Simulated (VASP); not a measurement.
ZnO: single point with PBEsol

ZnO:

```
Zn O
1.0
     3.32196    0.00000    0.00000
    -1.66098    2.87691    0.00000
     0.00000    0.00000    4.93345
Zn O
2 2
Direct
  0.33333 0.66667 0.00158
  0.66667 0.33333 0.50158
  0.33333 0.66667 0.33527
  0.66667 0.33333 0.83527
```

This cell differs from its parent crystal: c/a of the conventional cell at fixed volume 1.4851.

| Quantity | Value |
| --- | --- |
| Program | VASP 6.6.1 |
| Task | single point |
| Functional | PBEsol |
| Potentials or basis | VASP PAW PBE potentials, release 64 (Zn, O_h) |
| Cutoff | 910 eV |
| k mesh | 9 × 9 × 6 |
| Occupations | gaussian, width 0.05 eV |
| Spin | no spin polarisation |

| Item | Value |
| --- | --- |
| Pressure | 18.1 GPa |
| Largest force | 6.437 eV/Å |
| Band gap on the k mesh | 0.85 eV, indirect (least direct gap 0.88 eV) |

Forces on the atoms (eV/Å):
```
Zn   0.000  0.000 -6.437
Zn   0.000  0.000 -6.437
O    0.000  0.000  6.437
O    0.000  0.000  6.437
```

Stress tensor (GPa, compression positive):
```
-8.92  0.00  0.00
 0.00 -8.92  0.00
 0.00  0.00 72.24
```

Levels at points of the mesh, in eV from the valence-band top:
| k point | band 15 | band 16 | band 17 | band 18 | band 19 | band 20 | band 21 | band 22 |
| --- | --- | --- | --- | --- | --- | --- | --- | --- |
| (0.00, 0.00, 0.00) | -1.67 | -0.17 | -0.17 | -0.03 | 0.85 | 4.99 | 9.08 | 12.11 |
| (0.00, 0.00, 0.50) | -0.89 | -0.89 | -0.89 | -0.89 | 3.34 | 3.34 | 11.14 | 11.14 |

Run time: 87 s on 1 thread of Intel(R) Xeon(R) Platinum 8488C (Sapphire Rapids), with other jobs on the host, peak memory 0.3 GiB.

Caveat: the cutoff is under 1.25 times the usual one of these potentials, so pressure, stress and relaxed cells hold a basis-set (Pulay) error; the PAW data sets were made with another functional, which shifts forces and pressure a little. A k mesh can miss the band edges.
